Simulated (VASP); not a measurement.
The system is As.

```
As
1.0
     2.64849    0.00000    0.00000
     0.00000    2.64849    0.00000
     0.00000    0.00000    2.64849
As
1
Direct
  0.50000 0.50000 0.50000
```

Base run:

| Item | Value |
| --- | --- |
| Program | VASP 6.6.1 |
| Functional | PBEsol |
| Potentials or basis | VASP PAW PBE potentials, release 64 (As) |
| Cutoff | 520 eV |
| k mesh | 10 × 10 × 10 |
| Occupations | fermi-dirac, width 0.05 eV |
| Spin | no spin polarisation |

Its results: pressure 4.9 GPa.

The run is repeated on the same cell with these changes: functional from PBEsol to PBE0; k mesh from 10 × 10 × 10 to 6 × 6 × 6. What comes out?

Pressure 4.2 GPa.

Several settings changed at once, so the effect can't be laid on one alone.

Caveats: some runs use coarse meshes; the PAW data sets were made with another functional, which shifts forces and pressure a little.
